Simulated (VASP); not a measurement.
# C in VASP: further runs

C is run at these levels: LDA; tasks: vibrations by perturbation theory.

All numbers are computed with VASP 6.6.1; they aren't measurements. Logs are shortened: lines on timing, memory, paths and dates and some standing lists are left out, and cuts for length are marked.

### Step 1. The cell of the first run

The structure is trigonal, space group R-3m (No. 166). Conventional cell: a = 2.436 Å, b = 2.436 Å, c = 9.117 Å, α = 90.00°, β = 90.00°, γ = 120.00°. Within 1.9 Å of C (site symmetry 3m) lie 3 C at 1.41 Å.

### Step 2. Vibrations by perturbation theory, LDA

INCAR

```
PREC = Accurate
ENCUT = 520
EDIFF = 1E-8
ISMEAR = 0
SIGMA = 0.01
LREAL = F
LASPH = T
NELM = 60
ALGO = Normal
ISIF = 2
LWAVE = F
LCHARG = F
IBRION = 8
NSW = 1
LEPSILON = T
```

KPOINTS

```
Automatic mesh
0
Gamma
  18 18 12
```

POSCAR

```
C
1.0
    2.1094382026     -1.2179063724     -0.0120546250
    2.1094382026      1.2179063724     -0.0120546250
   -1.3889588075      0.0000000000      3.0469560046
C
2
Direct
    0.8335126207      0.8335126207      0.0005377056
    0.1664873793      0.1664873793      0.9994622944
```

Potentials or basis: VASP PAW LDA potentials, release 64 (C).

Launch:

```sh
$ cat potpaw_LDA.64/C/POTCAR > POTCAR
$ mpirun -np 1 vasp_std > vasp.out
```

OUTCAR:

```text
PREC = Accurate
   ENCUT = 520
   EDIFF = 1E-8
   ISMEAR = 0
   LREAL = F
   LASPH = T
   NELM = 60
   ISIF = 2
   IBRION = 8
   NSW = 1
   LEPSILON = T

 ion  position               nearest neighbor table
   1  0.834  0.834  0.001-   2 1.41   2 1.41   2 1.41
   2  0.166  0.166  0.999-   1 1.41   1 1.41   1 1.41

  LATTYP: Found a trigonal (rhomboedric) cell.
 ALAT       =     3.3485837117
 COS(alpha) =     0.7354331171

  Lattice vectors:

 A1 = (   0.7204793951,  -1.2179063724,   3.0349013796)
 A2 = (   0.7204793951,   1.2179063724,   3.0349013796)
 A3 = (  -1.3889588075,   0.0000000000,   3.0469560046)

Analysis of symmetry for initial positions (statically):
=====================================================================
 Subroutine PRICEL returns:
 Original cell was already a primitive cell.

 Routine SETGRP: Setting up the symmetry group for a
 trigonal (rhombohedral) supercell.

 Subroutine GETGRP returns: Found 12 space group operations
 (whereof  4 operations were pure point group operations)
 out of a pool of 12 trial point group operations.

The static configuration has the point symmetry C_2h.
 The point group associated with its full space group is D_3d.

Analysis of symmetry for dynamics (positions and initial velocities):
=====================================================================
 Subroutine PRICEL returns:
 Original cell was already a primitive cell.

 Routine SETGRP: Setting up the symmetry group for a
 trigonal (rhombohedral) supercell.

 Subroutine GETGRP returns: Found 12 space group operations
 (whereof  4 operations were pure point group operations)
 out of a pool of 12 trial point group operations.

The dynamic configuration has the point symmetry C_2h.
 The point group associated with its full space group is D_3d.

 Subroutine INISYM returns: Found 12 space group operations
 (whereof  4 operations are pure point group operations),
 and found     1 'primitive' translations

----------------------------------------------------------------------------------------

                                     Primitive cell

  volume of cell :      15.6151

  direct lattice vectors                    reciprocal lattice vectors
     2.109438203 -1.217906372 -0.012054625     0.237649014 -0.410540589  0.108332608
     2.109438203  1.217906372 -0.012054625     0.237649014  0.410540589  0.108332608
    -1.388958807  0.000000000  3.046956005     0.001880414  0.000000000  0.329053592

  length of vectors
     2.435810086  2.435810086  3.348603808     0.486576390  0.486576390  0.329058965

  position of ions in fractional coordinates (direct lattice)
     0.833512621  0.833512621  0.000537706
     0.166487379  0.166487379  0.999462294

  ion indices of the primitive-cell ions
   primitive index   ion index
                 1           1
                 2           2

----------------------------------------------------------------------------------------

 KPOINTS: Automatic mesh

Automatic generation of k-mesh.
 Grid dimensions read from file:
 generate k-points for:   18   18   12

 Generating k-lattice:

  Cartesian coordinates                     Fractional coordinates (reciprocal lattice)
     0.013202723 -0.022807811  0.006018478     0.055555556 -0.000000000  0.000000000
     0.013202723  0.022807811  0.006018478    -0.000000000  0.055555556  0.000000000
     0.000156701  0.000000000  0.027421133    -0.000000000 -0.000000000  0.083333333

  Length of vectors
     0.027032022  0.027032022  0.027421580

  Shift w.r.t. Gamma in fractional coordinates (k-lattice)
     0.000000000  0.000000000  0.000000000

[... 397 lines left out ...]
  energy-cutoff  :      520.00
  volume of cell :       15.62
      direct lattice vectors                 reciprocal lattice vectors
     2.109438203 -1.217906372 -0.012054625     0.237649014 -0.410540589  0.108332608
     2.109438203  1.217906372 -0.012054625     0.237649014  0.410540589  0.108332608
    -1.388958807  0.000000000  3.046956005     0.001880414  0.000000000  0.329053592

 POSITION                                       TOTAL-FORCE (eV/Angst)
 -----------------------------------------------------------------------------------
      3.51574      0.00000     -0.01846         0.000005     -0.000000      0.000920
     -0.68582      0.00000      3.04130        -0.000005      0.000000     -0.000920
 -----------------------------------------------------------------------------------
    total drift:                                0.000078      0.000000     -0.000053

  FREE ENERGIE OF THE ION-ELECTRON SYSTEM (eV)
  ---------------------------------------------------
  free  energy   TOTEN  =       -20.2021728049 eV

  energy  without entropy=      -20.2021728049  energy(sigma->0) =      -20.20217280

 HEAD OF MICROSCOPIC STATIC DIELECTRIC TENSOR (INDEPENDENT PARTICLE, excluding Hartree and local field effects)
 ------------------------------------------------------
          26.894120     0.000000    -0.117560
           0.000000    26.894871     0.000000
          -0.117560     0.000000     6.334940
 ------------------------------------------------------

 Free energy of the ion-electron system (eV)
  ---------------------------------------------------
  ---------------------------------------------------
  free energy    TOTEN  =        -1.14221927 eV

  energy without entropy =       -1.14221927

------------------------ aborting loop because EDIFF is reached ----------------------------------------

--------------------------------------- Ionic step        2  -------------------------------------------

------------------------ aborting loop because EDIFF is reached ----------------------------------------

--------------------------------------- Ionic step        3  -------------------------------------------

------------------------ aborting loop because EDIFF is reached ----------------------------------------

 PIEZOELECTRIC TENSOR FIELD DIRECTION 3  (e Angst)
 -----------------------------------------------------------------------------
    -0.01136  0.00000  0.00071           ( -0.00000  0.00000  0.00000)
     0.00000  0.01224  0.00000           (  0.00000 -0.00000  0.00000)
     0.00071  0.00000 -0.00174           (  0.00000  0.00000 -0.00001)

 PIEZOELECTRIC TENSOR FIELD DIRECTION 3  (C/m^2)
 -----------------------------------------------------------------------------
    -0.01165  0.00000  0.00073
     0.00000  0.01256  0.00000
     0.00073  0.00000 -0.00178

--------------------------------------- Ionic step        4  -------------------------------------------

 Free energy of the ion-electron system (eV)
  ---------------------------------------------------
  ---------------------------------------------------
  free energy    TOTEN  =        -0.11887269 eV

  energy without entropy =       -0.11887269

------------------------ aborting loop because EDIFF is reached ----------------------------------------

 INTERNAL STRAIN TENSOR  FOR ION    1  DIRECTION 1   (eV/Angst):
 -----------------------------------------------------------------------------
    14.41898  0.00000 -0.14555
     0.00000-14.41171  0.00000
    -0.15305  0.00000 -0.01609

 MACROSCOPIC STATIC DIELECTRIC TENSOR (including local field effects in DFT)
 ------------------------------------------------------
          26.801154     0.000000    -0.119208
           0.000000    26.801913     0.000000
          -0.119208     0.000000     5.952928
 ------------------------------------------------------

 PIEZOELECTRIC TENSOR (including local field effects)  for field in x, y, z        (e  Angst)
          XX          YY          ZZ          XY          YZ          ZX
  --------------------------------------------------------------------------------
  x     0.00000     0.00000     0.00000     0.00000     0.00000     0.00000
  y     0.00000     0.00000     0.00000     0.00000     0.00000     0.00000
  z     0.00000     0.00000     0.00000     0.00000     0.00000     0.00000

 PIEZOELECTRIC TENSOR (including local field effects)  for field in x, y, z        (C/m^2)
          XX          YY          ZZ          XY          YZ          ZX
  --------------------------------------------------------------------------------
  x     0.00000     0.00000     0.00000     0.00000     0.00000     0.00000
  y     0.00000     0.00000     0.00000     0.00000     0.00000     0.00000
  z     0.00000     0.00000     0.00000     0.00000     0.00000     0.00000

 BORN EFFECTIVE CHARGES (including local field effects) (in |e|, cummulative output)
 ---------------------------------------------------------------------------------
 ion    1
    1     0.00000     0.00000     0.00000
    2     0.00000     0.00000     0.00000
    3     0.00000     0.00000     0.00000
 ion    2
    1     0.00000     0.00000     0.00000
    2     0.00000     0.00000     0.00000
    3     0.00000     0.00000     0.00000

 INTERNAL STRAIN TENSOR FOR ION    2 for displacements in x,y,z  (eV/Angst):
          X           Y           Z          XY          YZ          ZX
  --------------------------------------------------------------------------------
  x   -14.41895    14.41170     0.01605     0.00000     0.00000     0.14555
  y     0.00000     0.00000     0.00000    14.41632    -0.01183     0.00000
  z    -0.66456    -0.82944     3.03102     0.00000     0.00000     0.02073

 SECOND DERIVATIVES (NOT SYMMETRIZED)
 ------------------------------------
               1X          1Y          1Z          2X          2Y          2Z
  1X   -58.332571    0.000000    0.238391   58.332571    0.000000   -0.238391
  1Y     0.000000  -58.334104    0.000000    0.000000   58.334104    0.000000
  1Z     0.238391    0.000000  -16.649553   -0.238391    0.000000   16.649553
  2X    58.332571    0.000000   -0.238391  -58.332571    0.000000    0.238391
  2Y     0.000000   58.334104    0.000000    0.000000  -58.334104    0.000000
  2Z    -0.238391    0.000000   16.649553    0.238391    0.000000  -16.649553

 Eigenvectors and eigenvalues of the dynamical matrix
 ----------------------------------------------------

   1 f  =   48.723380 THz   306.138024 2PiTHz 1625.237011 cm-1   201.503617 meV
             X         Y         Z           dx          dy          dz
      3.515740  0.000000 -0.018457     0.000000   -0.707107    0.000000
     -0.685822  0.000000  3.041304    -0.000000    0.707107   -0.000000
[... 11 lines left out ...]
   4 f  =    0.000000 THz     0.000003 2PiTHz    0.000014 cm-1     0.000002 meV
             X         Y         Z           dx          dy          dz
      3.515740  0.000000 -0.018457    -0.012561   -0.699076   -0.105521
     -0.685822  0.000000  3.041304    -0.012561   -0.699076   -0.105521

   5 f/i=    0.000000 THz     0.000002 2PiTHz    0.000011 cm-1     0.000001 meV
             X         Y         Z           dx          dy          dz
      3.515740  0.000000 -0.018457     0.706988   -0.012883    0.001190
     -0.685822  0.000000  3.041304     0.706988   -0.012883    0.001190

   6 f/i=    0.000000 THz     0.000003 2PiTHz    0.000014 cm-1     0.000002 meV
             X         Y         Z           dx          dy          dz
      3.515740  0.000000 -0.018457    -0.003099   -0.105482    0.699188
     -0.685822  0.000000  3.041304    -0.003099   -0.105482    0.699188

--------------------------------------------------------------------------------------------------------

 MACROSCOPIC STATIC DIELECTRIC TENSOR IONIC CONTRIBUTION
 ------------------------------------------------------
           0.000000     0.000000     0.000000
           0.000000     0.000000     0.000000
           0.000000     0.000000     0.000000
 ------------------------------------------------------

 ELASTIC MODULI CONTR FROM IONIC RELAXATION (kBar)
 Direction    XX          YY          ZZ          XY          YZ          ZX
 --------------------------------------------------------------------------------
 XX        -368.9239    362.0784     13.9223      0.0000     -0.0000      3.7865
 YY         362.0784   -368.9897     13.9872      0.0000     -0.0000     -3.5883
 ZZ          13.9223     13.9872    -56.6225     -0.0000      0.0000     -0.4024
 XY           0.0000      0.0000     -0.0000   -365.5552      0.2999     -0.0000
 YZ          -0.0000     -0.0000      0.0000      0.2999     -0.0002      0.0000
 ZX           3.7865     -3.5883     -0.4024     -0.0000      0.0000     -0.0401
 --------------------------------------------------------------------------------

 PIEZOELECTRIC TENSOR IONIC CONTR  for field in x, y, z        (C/m^2)
          XX          YY          ZZ          XY          YZ          ZX
  --------------------------------------------------------------------------------
  x     0.00000     0.00000     0.00000     0.00000     0.00000     0.00000
  y     0.00000     0.00000     0.00000     0.00000     0.00000     0.00000
  z     0.00000     0.00000     0.00000     0.00000     0.00000     0.00000
```

Wall time 6 min (1 thread of Intel Xeon 6975P-C (Granite Rapids), shared host); peak memory 0.44 GiB.

Results:

| Property | Result |
| --- | --- |
| Electronic dielectric tensor (diagonal) | 26.80, 26.80, 5.95 |
| Born charges (mean of the diagonal) | C +0.00 e |
| Highest phonon frequency at Γ | 1625 cm⁻¹ |

Phonon frequencies in cm⁻¹ (negative: imaginary):
```
              q point          frequencies
(0.000, 0.000, 0.000)  0 0 0 868 1625 1625
```

Electronic dielectric tensor:
```
26.80  0.00 -0.12
 0.00 26.80  0.00
-0.12  0.00  5.95
```

Born effective charge tensors (e):
atom 1, C
```
0.00 0.00 0.00
0.00 0.00 0.00
0.00 0.00 0.00
```
atom 2, C
```
0.00 0.00 0.00
0.00 0.00 0.00
0.00 0.00 0.00
```

Caveat: the cell wasn't relaxed at this level first, which shifts response properties.

### Step 3. Vibrations by perturbation theory, LDA

This run uses another cell than the first one, of 6.83 Å³/atom, 0.875 times its volume.

INCAR

```
SYSTEM = C
PREC = Accurate ; ENCUT = 520
EDIFF = 1E-8 ; ISMEAR = 0
SIGMA = 0.01 ; LREAL = .False.
LASPH = .True. ; NELM = 60
ALGO = Normal ; ISIF = 2
LWAVE = .False. ; LCHARG = .False.
IBRION = 8 ; NSW = 1
```

KPOINTS

```
Automatic mesh
0
Gamma
  18 18 14
  0 0 0
```

POSCAR

```
C
1.0
    2.0885136689     -1.2058866742     -0.0125715011
    2.0885136689      1.2058866742     -0.0125715011
   -1.3777474494      0.0000000000      2.7194503554
C
2
Direct
    0.8341103833      0.8341103833      0.0023281969
    0.1658896167      0.1658896167      0.9976718031
```

Potentials or basis: VASP PAW LDA potentials, release 64 (C).

Launch:

```sh
$ cat potpaw_LDA.64/C/POTCAR > POTCAR
$ mpirun -np 1 vasp_std > vasp.out
```

OUTCAR:

```text
SYSTEM = C
   PREC = Accurate
   ENCUT = 520
   EDIFF = 1E-8
   ISMEAR = 0
   LREAL = .False.
   LASPH = .True.
   NELM = 60
   ISIF = 2
   IBRION = 8
   NSW = 1

 ion  position               nearest neighbor table
   1  0.834  0.834  0.002-   2 1.39   2 1.39   2 1.39
   2  0.166  0.166  0.998-   1 1.39   1 1.39   1 1.39

  LATTYP: Found a base centered monoclinic cell.
 ALAT       =     4.1771030094
 B/A-ratio  =     0.5773794285
 C/A-ratio  =     0.7298216835
 COS(beta)  =    -0.4572980395

  Lattice vectors:

 A1 = (   2.0885136689,  -1.2058866742,  -0.0125715011)
 A2 = (   2.0885136689,   1.2058866742,  -0.0125715011)
 A3 = (  -1.3777474494,   0.0000000000,   2.7194503554)

Analysis of symmetry for initial positions (statically):
=====================================================================
 Subroutine PRICEL returns:
 Original cell was already a primitive cell.
[... 501 lines left out ...]
     0.29576  0.00000  0.07261
     0.00000  0.68886  0.00000
    -0.00869  0.00000 -2.37077

 INTERNAL STRAIN TENSOR FOR ION    2 for displacements in x,y,z  (eV/Angst):
          X           Y           Z          XY          YZ          ZX
  --------------------------------------------------------------------------------
  x   -16.50892    16.49216     0.02765     0.00000     0.00000     0.97881
  y     0.00000     0.00000     0.00000    16.08430     0.86695     0.00000
  z    -0.29576    -0.68886     2.37077     0.00000     0.00000    -0.07261

 SECOND DERIVATIVES (NOT SYMMETRIZED)
 ------------------------------------
               1X          1Y          1Z          2X          2Y          2Z
  1X   -62.061999    0.000000    0.274655   62.061999    0.000000   -0.274655
  1Y     0.000000  -61.297253    0.000000    0.000000   61.297253    0.000000
  1Z     0.272428    0.000000  -15.276216   -0.272428    0.000000   15.276216
  2X    62.061999    0.000000   -0.274655  -62.061999    0.000000    0.274655
  2Y     0.000000   61.297253    0.000000    0.000000  -61.297253    0.000000
  2Z    -0.272428    0.000000   15.276216    0.272428    0.000000  -15.276216

 Eigenvectors and eigenvalues of the dynamical matrix
 ----------------------------------------------------

   1 f  =   50.256775 THz   315.772630 2PiTHz 1676.385565 cm-1   207.845227 meV
             X         Y         Z           dx          dy          dz
      3.480894  0.000000 -0.014641    -0.707095    0.000000    0.004134
     -0.681614  0.000000  2.708948     0.707095   -0.000000   -0.004134
[... 16 lines left out ...]
   5 f  =    0.000000 THz     0.000001 2PiTHz    0.000007 cm-1     0.000001 meV
             X         Y         Z           dx          dy          dz
      3.480894  0.000000 -0.014641     0.705469   -0.048095    0.000728
     -0.681614  0.000000  2.708948     0.705469   -0.048095    0.000728

   6 f/i=    0.000001 THz     0.000006 2PiTHz    0.000033 cm-1     0.000004 meV
             X         Y         Z           dx          dy          dz
      3.480894  0.000000 -0.014641    -0.000204    0.007718    0.707065
     -0.681614  0.000000  2.708948    -0.000204    0.007718    0.707065

--------------------------------------------------------------------------------------------------------

 ELASTIC MODULI CONTR FROM IONIC RELAXATION (kBar)
 Direction    XX          YY          ZZ          XY          YZ          ZX
 --------------------------------------------------------------------------------
 XX        -516.2644    512.9541      7.5736      0.0000      0.0000     30.3539
 YY         512.9541   -517.0915     10.3585      0.0000      0.0000    -30.8394
 ZZ           7.5736     10.3585    -43.1757     -0.0000     -0.0000      1.1925
 XY           0.0000      0.0000     -0.0000   -495.1599    -26.6895      0.0000
 YZ           0.0000      0.0000     -0.0000    -26.6895     -1.4386      0.0000
 ZX          30.3539    -30.8394      1.1925      0.0000      0.0000     -1.8470
 --------------------------------------------------------------------------------
```

OSZICAR:

```text
N       E                     dE             d eps       ncg     rms          rms(c)
DAV:   1    -0.557674313183E+01   -0.55767E+01   -0.45266E+03 20408   0.916E+02
DAV:   2    -0.214068592753E+02   -0.15830E+02   -0.14792E+02 28360   0.106E+02
DAV:   3    -0.215550214485E+02   -0.14816E+00   -0.14816E+00 23832   0.119E+01
DAV:   4    -0.215553761459E+02   -0.35470E-03   -0.35470E-03 31232   0.576E-01
[... 49 lines left out ...]
RMM:   7    -0.116609282282E+00    0.85589E-05   -0.87241E-09 31666   0.870E-04    0.112E-04
RMM:   8    -0.116609999014E+00   -0.71673E-06   -0.66896E-10 34363   0.216E-04    0.371E-05
RMM:   9    -0.116610194759E+00   -0.19574E-06   -0.32529E-10 35326   0.443E-05    0.674E-06
RMM:  10    -0.116610131980E+00    0.62779E-07   -0.73972E-10 33234   0.149E-05    0.144E-06
RMM:  11    -0.116610125659E+00    0.63206E-08   -0.26743E-09 31658   0.784E-06    0.527E-07
 Linear response finished
```

stdout:

```text
POSCAR found type information on POSCAR C
 POSCAR found :  1 types and       2 ions
 scaLAPACK will be used
 LDA part: xc-table for (Slater(with rela. corr.)+CA(PZ))
 , standard interpolation
 POSCAR, INCAR and KPOINTS ok, starting setup
 FFT: planning ... GRIDC
 FFT: planning ... GRID_SOFT
 FFT: planning ... GRID
 WAVECAR not read
 entering main loop
 Linear response reoptimize wavefunctions to high precision
 Linear response DOF=           3
 Linear response progress:
 first order change of Fermi-energy  -0.12273E+01
 force on displaced ion       1 direction 1 : -62.062   0.000   0.275
 Linear response progress:
 first order change of Fermi-energy  -0.34703E-05
 force on displaced ion       1 direction 2 :   0.009 -61.297  -0.000
 Linear response progress:
 first order change of Fermi-energy   0.31838E+01
 force on displaced ion       1 direction 3 :   0.272   0.000 -15.276
 Linear response finished
```

Run time: 4.1 min. Hardware: 1 thread of Intel Xeon 6975P-C (Granite Rapids), shared host; peak memory 0.55 GiB.

Results:

* Highest phonon frequency at Γ: 1676 cm⁻¹

Phonon frequencies in cm⁻¹ (negative: imaginary):
```csv
q point,frequencies
"(0.000, 0.000, 0.000)",0 0 0 832 1666 1676
```

Caveat: the cell wasn't relaxed at this level first, which shifts response properties.
